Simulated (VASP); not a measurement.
# PbSe (R3m) in VASP: notebook

Runs on PbSe. Level: PBE. Tasks: single point.

All numbers are computed with VASP 6.6.1; they aren't measurements. Logs are shortened: lines on timing, memory, paths and dates and some standing lists are left out, and cuts for length are marked.

### Step 1. The cell of the first run

It takes space group R3m (No. 160, trigonal). The conventional cell has a = 4.331 Å, b = 4.331 Å, c = 10.608 Å, α = 90.00°, β = 90.00°, γ = 120.00°. Within 3.8 Å of Pb (site symmetry 3m) lie 6 Se at 2.90 to 3.24 Å. Within 3.8 Å of Se (site symmetry 3m) lie 6 Pb at 2.90 to 3.24 Å.

### Step 2. Single point, PBE (all Pb atoms moved -0.300 Å, as atom 1 along Cartesian [1 1 1])

Contents of INCAR:

```
SYSTEM = PbSe
PREC = Accurate ; ENCUT = 520
EDIFF = 1E-7 ; ISMEAR = 0
SIGMA = 0.03 ; LREAL = .FALSE.
LASPH = .TRUE. ; NELM = 60
ALGO = Normal ; ISIF = 2
LWAVE = .FALSE. ; LCHARG = .FALSE.
GGA = PE ; NBANDS = 17
```

Contents of KPOINTS:

```
regular mesh
0
G
  10 10 10
  0 0 0
```

Contents of POSCAR:

```
PbSe
1.0
    0.0000000000      3.0621500000      3.0621500000
    3.0621500000      0.0000000000      3.0621500000
    3.0621500000      3.0621500000      0.0000000000
Pb Se
1 1
Direct
   -0.0282816127     -0.0282816127     -0.0282816127
    0.5000000000      0.5000000000      0.5000000000
```

Potentials or basis: VASP PAW PBE potentials, release 64 (Pb_d, Se).

On the command line:

```console
cat potpaw_PBE.64/Pb_d/POTCAR potpaw_PBE.64/Se/POTCAR > POTCAR
mpirun -np 1 vasp_std > vasp.out
```

OUTCAR:

```text
SYSTEM = PbSe
   PREC = Accurate
   ENCUT = 520
   EDIFF = 1E-7
   ISMEAR = 0
   LREAL = .FALSE.
   LASPH = .TRUE.
   NELM = 60
   ISIF = 2
   GGA = PE

 ion  position               nearest neighbor table
   1  0.972  0.972  0.972-   2 2.90   2 2.90   2 2.90   2 3.24   2 3.24   2 3.24
   2  0.500  0.500  0.500-   1 2.90   1 2.90   1 2.90   1 3.24   1 3.24   1 3.24

  LATTYP: Found a face centered cubic cell.
 ALAT       =     6.1243000000

  Lattice vectors:

 A1 = (   0.0000000000,   3.0621500000,   3.0621500000)
 A2 = (   3.0621500000,   0.0000000000,   3.0621500000)
 A3 = (   3.0621500000,   3.0621500000,   0.0000000000)

Analysis of symmetry for initial positions (statically):
=====================================================================
 Subroutine PRICEL returns:
 Original cell was already a primitive cell.

 Routine SETGRP: Setting up the symmetry group for a
 face centered cubic supercell.

 Subroutine GETGRP returns: Found  6 space group operations
 (whereof  6 operations were pure point group operations)
 out of a pool of 48 trial point group operations.

The static configuration has the point symmetry C_3v.

Analysis of symmetry for dynamics (positions and initial velocities):
=====================================================================
 Subroutine PRICEL returns:
 Original cell was already a primitive cell.

 Routine SETGRP: Setting up the symmetry group for a
 face centered cubic supercell.

 Subroutine GETGRP returns: Found  6 space group operations
 (whereof  6 operations were pure point group operations)
 out of a pool of 48 trial point group operations.

The dynamic configuration has the point symmetry C_3v.

 Subroutine INISYM returns: Found  6 space group operations
 (whereof  6 operations are pure point group operations),
 and found     1 'primitive' translations

----------------------------------------------------------------------------------------

                                     Primitive cell

  volume of cell :      57.4261

  direct lattice vectors                    reciprocal lattice vectors
     0.000000000  3.062150000  3.062150000    -0.163283967  0.163283967  0.163283967
     3.062150000  0.000000000  3.062150000     0.163283967 -0.163283967  0.163283967
     3.062150000  3.062150000  0.000000000     0.163283967  0.163283967 -0.163283967

  length of vectors
     4.330534060  4.330534060  4.330534060     0.282816127  0.282816127  0.282816127

  position of ions in fractional coordinates (direct lattice)
     0.971718387  0.971718387  0.971718387
     0.500000000  0.500000000  0.500000000

  ion indices of the primitive-cell ions
   primitive index   ion index
                 1           1
                 2           2

----------------------------------------------------------------------------------------

 KPOINTS: regular mesh

Automatic generation of k-mesh.
 Grid dimensions read from file:
 generate k-points for:   10   10   10

 Generating k-lattice:

  Cartesian coordinates                     Fractional coordinates (reciprocal lattice)
    -0.016328397  0.016328397  0.016328397     0.100000000  0.000000000  0.000000000
     0.016328397 -0.016328397  0.016328397     0.000000000  0.100000000  0.000000000
     0.016328397  0.016328397 -0.016328397     0.000000000  0.000000000  0.100000000

  Length of vectors
     0.028281613  0.028281613  0.028281613

  Shift w.r.t. Gamma in fractional coordinates (k-lattice)
     0.000000000  0.000000000  0.000000000

 Subroutine IBZKPT returns following result:
 ===========================================

 Found    116 irreducible k-points:

 Following reciprocal coordinates:
            Coordinates               Weight
  0.000000  0.000000  0.000000      1.000000
  0.100000  0.000000  0.000000      6.000000
  0.100000  0.100000  0.100000      2.000000
  0.200000  0.000000  0.000000      6.000000
  0.200000  0.200000  0.200000      2.000000
  0.300000  0.000000  0.000000      6.000000
[... 16 lines left out ...]
  0.100000  0.100000 -0.400000      6.000000
  0.500000  0.400000  0.500000      6.000000
 [... further k-points ...]
   k-points           NKPTS =    116   k-points in BZ     NKDIM =    116   number of bands    NBANDS=     17
   number of dos      NEDOS =    301   number of ions     NIONS =      2
   total plane-waves  NPLWV =  32768
   dimension x,y,z NGX =    32 NGY =   32 NGZ =   32
   dimension x,y,z NGXF=    64 NGYF=   64 NGZF=   64
   ions per type =               1   1
   NGX,Y,Z   is equivalent  to a cutoff of  12.28, 12.28, 12.28 a.u.
   NGXF,Y,Z  is equivalent  to a cutoff of  24.57, 24.57, 24.57 a.u.
 SYSTEM =  PbSe
   PREC   = accura    normal or accurate (medium, high low for compatibility)
   ISTART =      0    job   : 0-new  1-cont  2-samecut
   ICHARG =      2    charge: 1-file 2-atom 10-const
   ISPIN  =      1    spin polarized calculation?
   LNONCOLLINEAR =      F non collinear calculations
   LSORBIT =      F    spin-orbit coupling
   LASPH  =      T    aspherical Exc in radial PAW
   ENCUT  =  520.0 eV  38.22 Ry    6.18 a.u.   8.05  8.05  8.05*2*pi/ulx,y,z
   NELM   =     60;   NELMIN=  2; NELMDL= -5     # of ELM steps
   EDIFF  = 0.1E-06   stopping-criterion for ELM
   LREAL  =      F    real-space projection
   EDIFFG = 0.1E-05   stopping-criterion for IOM
   NSW    =      0    number of steps for IOM
   IBRION =     -1    ionic relax: 0-MD 1-quasi-New 2-CG
   NFREE  =      0    steps in history (QN), initial steepest desc. (CG)
   ISIF   =      2    stress and relaxation
   ISYM   =      2    0-nonsym 1-usesym 2-fastsym
   POTIM  = 0.5000    time-step for ionic-motion
   TEBEG  =    0.0;   TEEND  =   0.0 temperature during run
   PSTRESS=    0.0 pullay stress
   NELECT =      20.0000    total number of electrons
   NUPDOWN=      -1.0000    fix difference up-down
   EMIN   =  10.00;   EMAX   =-10.00  energy-range for DOS
   EFERMI =   0.00;   METHOD = LEGACY
   ISMEAR =     0;   SIGMA  =   0.03  broadening in eV -4-tet -1-fermi 0-gaus
   EFERMI_NEDOS =   21; number of points for ismear=-14 and -15
   IALGO  =     38    algorithm
   IMIX   =      4    mixing-type and parameters
     AMIX     =   0.40;   BMIX     =  1.00
     AMIX_MAG =   1.60;   BMIX_MAG =  1.00
  volume/ion in A,a.u.               =      28.71       193.77
  Fermi-wavevector in a.u.,A,eV,Ry     =   1.151812  2.176610 18.050462  1.326672
  Thomas-Fermi vector in A             =   2.288467
   LORBIT       =      0    0 simple, 1 ext, 2 COOP (PROOUT), +10 PAW based schemes
   GGA     = PE    functional components
   LHFCALC =     F    Hartree Fock is set to
   AEXX    =    0.0000 exact exchange contribution
   IVDW    =     0    specifies the selected vdW correction
   LEPSILON=     F    determine dielectric tensor
   LRPA    =     F    only Hartree local field effects (RPA)
 non-spin polarized calculation
 Gauss-broadening in eV      SIGMA  =   0.03
  energy-cutoff  :      520.00
  volume of cell :       57.43
 maximum number of plane-waves:      1572
   NGX = 17   NGY = 17   NGZ = 17

 number of electron      20.0000000 magnetization

 Free energy of the ion-electron system (eV)
  ---------------------------------------------------
  ext. energy  EPLUGINS =         0.00000000
  ---------------------------------------------------
  free energy    TOTEN  =        -8.13141916 eV

  energy without entropy =       -8.13141916  energy(sigma->0) =       -8.13141916

 E-fermi :   5.1594     XC(G=0):  -9.5041

 val. band max:        4.9449788925   @ k =   0.5000   0.0000   0.0000
 cond. band min:       5.5540332738   @ k =   0.5000   0.0000   0.0000
 fundamental gap:      0.6090543814
 Fermi energy:         5.1594117882

 k-point     1 :       0.0000    0.0000    0.0000
  band No.  band energies     occupation
      1     -11.7459      2.00000
      2     -11.7440      2.00000
      3     -11.7440      2.00000
      4     -11.7365      2.00000
      5     -11.7365      2.00000
      6      -8.6301      2.00000
[... 9 lines left out ...]
     16      12.1356      0.00000
     17      13.2458      0.00000

 k-point     2 :       0.1000    0.0000    0.0000
  band No.  band energies     occupation
      1     -11.7495      2.00000
      2     -11.7460      2.00000
      3     -11.7414      2.00000
      4     -11.7359      2.00000
      5     -11.7336      2.00000
      6      -8.5512      2.00000
[... 9 lines left out ...]
     16      12.1457      0.00000
     17      13.9954      0.00000

 k-point     3 :       0.1000    0.1000    0.1000
  band No.  band energies     occupation
      1     -11.7459      2.00000
      2     -11.7456      2.00000
      3     -11.7456      2.00000
      4     -11.7342      2.00000
      5     -11.7342      2.00000
      6      -8.5579      2.00000
[... 9 lines left out ...]
     16      11.9213      0.00000
     17      13.9107      0.00000

 k-point     4 :       0.2000    0.0000    0.0000
  band No.  band energies     occupation
      1     -11.7589      2.00000
      2     -11.7516      2.00000
      3     -11.7362      2.00000
      4     -11.7320      2.00000
      5     -11.7251      2.00000
      6      -8.3270      2.00000
[... 9 lines left out ...]
     16      12.4675      0.00000
     17      15.4251      0.00000
[... 343 lines left out ...]
      1     -11.7895      2.00000
      2     -11.7642      2.00000
      3     -11.7327      2.00000
      4     -11.7118      2.00000
      5     -11.7047      2.00000
      6      -7.5000      2.00000
[... 9 lines left out ...]
     16      15.2373      0.00000
     17      15.6198      0.00000

 k-point    23 :       0.1000    0.1000   -0.4000
  band No.  band energies     occupation
      1     -11.7912      2.00000
      2     -11.7625      2.00000
      3     -11.7324      2.00000
      4     -11.7151      2.00000
      5     -11.7017      2.00000
      6      -7.4996      2.00000
[... 9 lines left out ...]
     16      15.1612      0.00000
     17      15.3624      0.00000

 k-point    24 :       0.5000    0.4000    0.5000
  band No.  band energies     occupation
      1     -11.7776      2.00000
      2     -11.7617      2.00000
      3     -11.7426      2.00000
      4     -11.7093      2.00000
      5     -11.7044      2.00000
      6      -7.6149      2.00000
[... 9 lines left out ...]
     16      15.3817      0.00000
     17      15.7731      0.00000

 [... further k-points ...]
[... 5 lines left out ...]
  --------------------------------------------------------------------------------------
  -------------------------------------------------------------------------------------
  Total        1.3031021      1.3031021      1.3031021      0.0414513      0.0414513      0.0414513
  in kB       36.3562973     36.3562973     36.3562973      1.1564826      1.1564826      1.1564826
  external PRESSURE =      36.3562973 kB  Pullay stress =       0.0000000 kB

 VOLUME and BASIS-vectors are now :
 -----------------------------------------------------------------------------
  energy-cutoff  :      520.00
  volume of cell :       57.43
      direct lattice vectors                 reciprocal lattice vectors
     0.000000000  3.062150000  3.062150000    -0.163283967  0.163283967  0.163283967
     3.062150000  0.000000000  3.062150000     0.163283967 -0.163283967  0.163283967
     3.062150000  3.062150000  0.000000000     0.163283967  0.163283967 -0.163283967

 POSITION                                       TOTAL-FORCE (eV/Angst)
 -----------------------------------------------------------------------------------
      5.95109      5.95109      5.95109         0.238882      0.238882      0.238882
      3.06215      3.06215      3.06215        -0.238882     -0.238882     -0.238882
 -----------------------------------------------------------------------------------
    total drift:                                0.000129      0.000129      0.000129

  FREE ENERGIE OF THE ION-ELECTRON SYSTEM (eV)
  ---------------------------------------------------
  free  energy   TOTEN  =        -8.1314191566 eV

  energy  without entropy=       -8.1314191566  energy(sigma->0) =       -8.13141916
```

It took 2.2 min on 1 thread of Intel Xeon 8259CL, shared host; peak memory 0.26 GiB.

What came out:

```
Free energy            : -8.1314 eV
Pressure               : 3.6 GPa
Largest force          : 0.414 eV/Å
Band gap on the k mesh : 0.61 eV
```

Forces on the atoms (eV/Å):
```
Pb   0.239  0.239  0.239
Se  -0.239 -0.239 -0.239
```

Stress tensor (GPa, compression positive):
```
3.64 0.12 0.12
0.12 3.64 0.12
0.12 0.12 3.64
```

Levels at points of the mesh, in eV from the valence-band top:
| k point | band 7 | band 8 | band 9 | band 10 | band 11 | band 12 | band 13 | band 14 |
| --- | --- | --- | --- | --- | --- | --- | --- | --- |
| (0.00, 0.00, 0.00) | -6.12 | -1.86 | -1.86 | -1.64 | 4.25 | 4.68 | 4.68 | 6.80 |
| (0.50, 0.00, 0.00) | -8.71 | -1.64 | -1.51 | 0.00 | 0.61 | 2.08 | 2.16 | 8.48 |
| (0.50, 0.50, 0.50) | -8.44 | -1.51 | -1.51 | -0.53 | 1.00 | 1.90 | 1.90 | 8.32 |
| (0.50, 0.50, 0.00) | -7.42 | -4.72 | -3.21 | -2.98 | 3.38 | 5.83 | 6.12 | 6.26 |

Caveat: the cell differs from its parent crystal (all Pb atoms moved -0.300 Å, as atom 1 along Cartesian [1 1 1]); the cell stands under pressure; spin-orbit coupling is left out, which moves the levels of the heavy elements. A k mesh can miss the band edges.

### Step 3. Single point, PBE (all Pb atoms moved +0.225 Å, as atom 1 along Cartesian [1 1 1])

INCAR: that of step 2 with these lines changed.

```diff
@@ -2,3 +2,3 @@
 PREC = Accurate ; ENCUT = 520
-EDIFF = 1E-7 ; ISMEAR = 0
+EDIFF = 1E-6 ; ISMEAR = 0
 SIGMA = 0.03 ; LREAL = .FALSE.
```

Contents of KPOINTS:

```
Automatic mesh
0
G
  10 10 10
  0 0 0
```

POSCAR: that of step 2 with these lines changed.

```diff
@@ -8,3 +8,3 @@
 Direct
-   -0.0282816127     -0.0282816127     -0.0282816127
+    0.0212112095      0.0212112095      0.0212112095
     0.5000000000      0.5000000000      0.5000000000
```

Potentials or basis: VASP PAW PBE potentials, release 64 (Pb_d, Se).

On the command line:

```console
cat potpaw_PBE.64/Pb_d/POTCAR potpaw_PBE.64/Se/POTCAR > POTCAR
mpirun -np 1 vasp_std > vasp.out
```

OUTCAR:

```text
SYSTEM = PbSe
   PREC = Accurate
   ENCUT = 520
   EDIFF = 1E-6
   ISMEAR = 0
   LREAL = .FALSE.
   LASPH = .TRUE.
   NELM = 60
   ISIF = 2
   GGA = PE

 ion  position               nearest neighbor table
   1  0.021  0.021  0.021-   2 2.94   2 2.94   2 2.94   2 3.20   2 3.20   2 3.20
   2  0.500  0.500  0.500-   1 2.94   1 2.94   1 2.94   1 3.20   1 3.20   1 3.20

  LATTYP: Found a face centered cubic cell.
 ALAT       =     6.1243000000

  Lattice vectors:

 A1 = (   0.0000000000,   3.0621500000,   3.0621500000)
 A2 = (   3.0621500000,   0.0000000000,   3.0621500000)
 A3 = (   3.0621500000,   3.0621500000,   0.0000000000)
[... 648 lines left out ...]
      5     -11.7212      2.00000
      6      -7.5412      2.00000
[... 9 lines left out ...]
     16      15.3411      0.00000
     17      15.6390      0.00000

 [... further k-points ...]
[... 5 lines left out ...]
  --------------------------------------------------------------------------------------
  -------------------------------------------------------------------------------------
  Total        1.0967103      1.0967103      1.0967103      0.0357331      0.0357331      0.0357331
  in kB       30.5980062     30.5980062     30.5980062      0.9969468      0.9969468      0.9969468
  external PRESSURE =      30.5980062 kB  Pullay stress =       0.0000000 kB

 VOLUME and BASIS-vectors are now :
 -----------------------------------------------------------------------------
  energy-cutoff  :      520.00
  volume of cell :       57.43
      direct lattice vectors                 reciprocal lattice vectors
     0.000000000  3.062150000  3.062150000    -0.163283967  0.163283967  0.163283967
     3.062150000  0.000000000  3.062150000     0.163283967 -0.163283967  0.163283967
     3.062150000  3.062150000  0.000000000     0.163283967  0.163283967 -0.163283967

 POSITION                                       TOTAL-FORCE (eV/Angst)
 -----------------------------------------------------------------------------------
      0.12990      0.12990      0.12990        -0.144881     -0.144881     -0.144881
      3.06215      3.06215      3.06215         0.144881      0.144881      0.144881
 -----------------------------------------------------------------------------------
    total drift:                                0.000151      0.000151      0.000151

  FREE ENERGIE OF THE ION-ELECTRON SYSTEM (eV)
  ---------------------------------------------------
  free  energy   TOTEN  =        -8.1560524862 eV

  energy  without entropy=       -8.1560524862  energy(sigma->0) =       -8.15605249
```

stdout:

```text
POSCAR found type information on POSCAR PbSe
 POSCAR found :  2 types and       2 ions
 scaLAPACK will be used
 LDA part: xc-table for (Slater+PW92), standard interpolation
 POSCAR, INCAR and KPOINTS ok, starting setup
 FFT: planning ... GRIDC
 FFT: planning ... GRID_SOFT
 FFT: planning ... GRID
 WAVECAR not read
 entering main loop
```

Wall time 1.9 min (1 thread of Intel Xeon 8259CL, shared host); peak memory 0.26 GiB.

Results:

```yaml
Free_energy: -8.1561 eV
Pressure: 3.1 GPa
Largest_force: 0.251 eV/Å
Band_gap_on_the_k_mesh: 0.51 eV
```

Forces in eV/Å, atoms in the order of the input:
```
Pb  -0.145 -0.145 -0.145
Se   0.145  0.145  0.145
```

Levels at points of the mesh, in eV from the valence-band top:
```tsv
k point	band 7	band 8	band 9	band 10	band 11	band 12	band 13	band 14
(0.00, 0.00, 0.00)	-6.19	-1.85	-1.85	-1.72	4.43	4.71	4.71	6.70
(0.50, 0.00, 0.00)	-8.73	-1.56	-1.48	0.00	0.51	1.93	1.98	8.52
(0.50, 0.50, 0.50)	-8.58	-1.48	-1.48	-0.37	0.79	1.83	1.83	8.41
(0.50, 0.50, 0.00)	-7.39	-4.81	-3.20	-3.07	3.52	5.75	5.96	6.15
```

Caveat: the cell differs from its parent crystal (all Pb atoms moved +0.225 Å, as atom 1 along Cartesian [1 1 1]); the cell stands under pressure; spin-orbit coupling is left out, which moves the levels of the heavy elements.

### Step 4. Single point, PBE (all Pb atoms moved -0.150 Å, as atom 1 along Cartesian [1 1 1])

INCAR is that of step 3.

Contents of KPOINTS:

```
regular mesh
0
G
  10 10 10
  0 0 0
```

POSCAR: that of step 3 with these lines changed.

```diff
@@ -8,3 +8,3 @@
 Direct
-    0.0212112095      0.0212112095      0.0212112095
+   -0.0141408064     -0.0141408064     -0.0141408064
     0.5000000000      0.5000000000      0.5000000000
```

On the command line:

```console
cat potpaw_PBE.64/Pb_d/POTCAR potpaw_PBE.64/Se/POTCAR > POTCAR
mpirun -np 1 vasp_std > vasp.out
```

Run time: 1.9 min. Hardware: 1 thread of Intel Xeon 8259CL, shared host; peak memory 0.26 GiB.

It converged, with:

```yaml
Free_energy: -8.1702 eV
Pressure: 2.7 GPa
Largest_force: 0.133 eV/Å
Band_gap_on_the_k_mesh: 0.41 eV
```

Forces on the atoms (eV/Å):
```
Pb   0.077  0.077  0.077
Se  -0.077 -0.077 -0.077
```

Stress tensor (GPa, compression positive):
```
2.65 0.06 0.06
0.06 2.65 0.06
0.06 0.06 2.65
```

Levels at points of the mesh, in eV from the valence-band top:
```
           k point  band 6  band 7  band 8  band 9  band 10  band 11  band 12  band 13  band 14  band 15
(0.00, 0.00, 0.00)  -13.56   -6.24   -1.85   -1.85    -1.80     4.57     4.72     4.72     6.61     6.61
(0.50, 0.00, 0.00)  -12.49   -8.76   -1.50   -1.47     0.00     0.41     1.81     1.84     8.55    10.17
(0.50, 0.50, 0.50)  -12.53   -8.69   -1.46   -1.46    -0.22     0.59     1.77     1.77     8.49    10.22
(0.50, 0.50, 0.00)  -12.13   -7.38   -4.89   -3.21    -3.15     3.62     5.68     5.79     6.10    11.30
```

Caveat: the cell differs from its parent crystal (all Pb atoms moved -0.150 Å, as atom 1 along Cartesian [1 1 1]); spin-orbit coupling is left out, which moves the levels of the heavy elements.

(Part 1 of 2 ends here.)
